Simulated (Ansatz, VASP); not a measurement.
## One calculation of Lu3Bi, two programs

```
Lu Bi
1.0
     0.00000    3.82474    3.82474
     3.82474    0.00000    3.82474
     3.82474    3.82474    0.00000
Lu Bi
3 1
Direct
  0.25000 0.25000 0.25000
  0.75000 0.75000 0.75000
  0.50000 0.50000 0.50000
  0.00000 0.00000 0.00000
```

Change from the starting cell: species swapped into the Na3Tl type (Fm-3m, No. 225).

Alike in both runs: functional PBE; k mesh 10 × 10 × 10; occupations gaussian, width 0.1 eV; no spin polarisation.

Ansatz relaxed the structure, and its values are those at the end. VASP's run is a single point on that final structure, the one shown.

|  | VASP | Ansatz |
| --- | --- | --- |
| version | VASP 6.6.1 | Ansatz 0.2.0 |
| potentials or method | VASP PAW PBE potentials, release 64 (Lu, Bi_d), cutoff 520 eV | scalar-relativistic, plane waves, PAW |
| valence electrons in the cell | 90 | 90 |

Ansatz gave:

```
gap on the k mesh at the Fermi level (eV) : none
pressure (GPa)                            : 0.0
```

Q: Estimate VASP's values.

A: gap on the k mesh at the Fermi level (eV): none; pressure (GPa): -1.4.

A gap of «none» marks a metal or a gap that the smearing closes. The functional is the same, so the differences come from potentials, cutoffs and numerics.

Spin-orbit coupling is off throughout.
